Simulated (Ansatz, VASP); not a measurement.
## Two plane-wave programs on NaLiS2

The input INCAR:

```
SYSTEM = NaLiS2
PREC = Accurate
ENCUT = 520
EDIFF = 1E-6
ISMEAR = -1
SIGMA = 0.0747
LREAL = .FALSE.
LASPH = .TRUE.
NELM = 60
ALGO = Normal
ISIF = 2
LWAVE = .FALSE.
LCHARG = .FALSE.
GGA = PE
ISYM = 0
NBANDS = 19
```

The input KPOINTS:

```
regular mesh
0
G
  6 6 6
  0 0 0
```

The input POSCAR:

```
NaLiS2
1.0
    1.7399590000      3.0136950000      0.0000000000
   -1.7399590000      3.0136950000      0.0000000000
   -1.7399590000      1.0045620000      6.8815890000
Li Na S
1 1 2
Direct
    0.0000000000      0.0000000000      0.0000000000
    0.5000000000      0.0000000000      0.5000000000
    0.2740000000      0.4520000000      0.8220000000
    0.7260000000      0.5480000000      0.1780000000
```

Input for Ansatz:

```yaml
crystal:
  lattice:
    - [1.739959, 3.013695, 0.0]
    - [-1.739959, 3.013695, 0.0]
    - [-1.739959, 1.004562, 6.881589]
  atoms:
    - { symbol: Li, position: [0.0, 0.0, 0.0] }
    - { symbol: Na, position: [0.5, 0.0, 0.5] }
    - { symbol: S, position: [0.274, 0.452, 0.822] }
    - { symbol: S, position: [0.726, 0.548, 0.178] }
  symmetry: { detect: false }
kpoints:
  mp_grid: { grid: [6, 6, 6], shift: [0, 0, 0] }
magnetization:
  spin_polarized: false
scf:
  occupations: { method: fermi_dirac, width: 0.0747 }
  initial_density: { chi_scale: 0.1 }
hamiltonian:
  pseudopotentials: { kind: paw }
  xc: pbe
basis:
  ecutwfc: 420
  xc_grid: 2
output:
  forces: true
  stress: true
  eigenvalues: true
```

Alike in both runs: task single point; functional PBE; k mesh 6 × 6 × 6; occupations fermi-dirac, width 0.0747 eV; no spin polarisation.

|  | VASP | Ansatz |
| --- | --- | --- |
| version | VASP 6.6.1 | Ansatz 0.2.0 |
| potentials or method | VASP PAW PBE potentials, release 64 (Li_sv, Na_pv, S), cutoff 520 eV | PAW plane waves |
| valence electrons in the cell | 22 | 24 |

|  | VASP | Ansatz | Ansatz less VASP |
| --- | --- | --- | --- |
| gap on the k mesh at the Fermi level (eV) | none | none | - |
| rms of the force components (eV/Å) | 0.423 | 0.423 | -0.0004 |

Atom by atom the forces differ by 0.000 eV/Å (rms over components). A gap of «none» marks a metal or a gap that the smearing closes. VASP's potentials hold 22 valence electrons a cell and Ansatz's 24, so a difference there can come from the potentials and not from the codes.

The k mesh is coarse, so the values compare programs but aren't converged. Noted on VASP's run: the cutoff is under 1.25 times that of the potentials, so the pressure is a little rough.
